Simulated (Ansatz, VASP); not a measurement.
# One calculation of Mg3ZrN, two programs

Contents of INCAR:

```
ALGO     = Normal         # electronic algorithm
EDIFF    = 1E-7           # SCF threshold, eV
EDIFFG   = -0.04          # ionic threshold
ENCUT    = 600            # plane-wave cutoff, eV
GGA      = PE             # functional
IBRION   = 2              # ionic algorithm
ISIF     = 3              # what is computed and relaxed
ISMEAR   = 0              # smearing method
LASPH    = True           # aspherical terms in the spheres
LCHARG   = False          # write CHGCAR
LREAL    = False          # projectors in reciprocal space
LWAVE    = False          # write WAVECAR
NELM     = 80             # most SCF steps
NSW      = 90             # ionic steps
PREC     = Accurate       # precision mode
SIGMA    = 0.1            # smearing width, eV
```

File KPOINTS:

```
k-points
0
Gamma
  6 6 4
```

File POSCAR:

```
Mg3ZrN
1.0
    4.0869931900      0.0000000000      0.0000000000
   -2.0434966000      3.5394399300      0.0000000000
    0.0000000000      0.0000000000      4.9052149000
Mg Zr N
3 1 1
Direct
    0.6666666700      0.3333333300      0.2489190000
    0.6666666700      0.3333333300      0.7510810000
    0.0000000000      0.0000000000      0.0000000000
    0.0000000000      0.0000000000      0.5000000000
    0.3333333300      0.6666666700      0.0000000000
```

Input for Ansatz:

```yaml
crystal:
  lattice:
    - [4.08699319, 0.0, 0.0]
    - [-2.0434966, 3.53943993, 0.0]
    - [0.0, 0.0, 4.9052149]
  atoms:
    - { symbol: Mg, position: [0.66666667, 0.33333333, 0.248919] }
    - { symbol: Mg, position: [0.66666667, 0.33333333, 0.751081] }
    - { symbol: Mg, position: [0.0, 0.0, 0.0] }
    - { symbol: Zr, position: [0.0, 0.0, 0.5] }
    - { symbol: "N", position: [0.33333333, 0.66666667, 0.0] }
basis:
  ecutwfc: 420
kpoints:
  mp_grid: { grid: [6, 6, 4] }
hamiltonian:
  xc: pbe
scf:
  occupations: { method: gaussian, width: 0.1 }
  lower_state_search: "off"
output:
  forces: true
  stress: true
  eigenvalues: true
relax:
  adjacent_minimum: "off"
  f_tol: 0.04
  max_steps: 70
  cell: { stress_tol: 0.4 }
```

Change from the starting cell: species swapped into the GaFe3As type (P-6m2, No. 187).

Alike in both runs: task relaxation of cell and atoms; functional PBE; k mesh 6 × 6 × 4; occupations gaussian, width 0.1 eV; no spin polarisation.

|  | VASP | Ansatz |
| --- | --- | --- |
| version | VASP 6.6.1 | Ansatz 0.2.0 |
| potentials or method | VASP PAW PBE potentials, release 64 (Mg, Zr_sv, N), cutoff 600 eV | scalar-relativistic, plane waves, PAW |
| valence electrons in the cell | 23 | 47 |

```csv
,VASP,Ansatz,Ansatz less VASP
"gap on the k mesh at the Fermi level, each at its own relaxed structure (eV)",none,none,-
relaxed volume (Å³/atom),17.47,18.68,+1.218
relaxed length of the cell vector where the two differ most in proportion (Å),8.637,9.425,+0.7881
```

A gap of «none» marks a metal or a gap that the smearing closes. One of these differences is far larger than is usual between the two programs; its cause wasn't traced. VASP's potentials hold 23 valence electrons a cell and Ansatz's 47, so a difference there can come from the potentials and not from the codes.

Noted on VASP's run: the volume moved by over 15 % at a fixed basis, so the end points are rough.
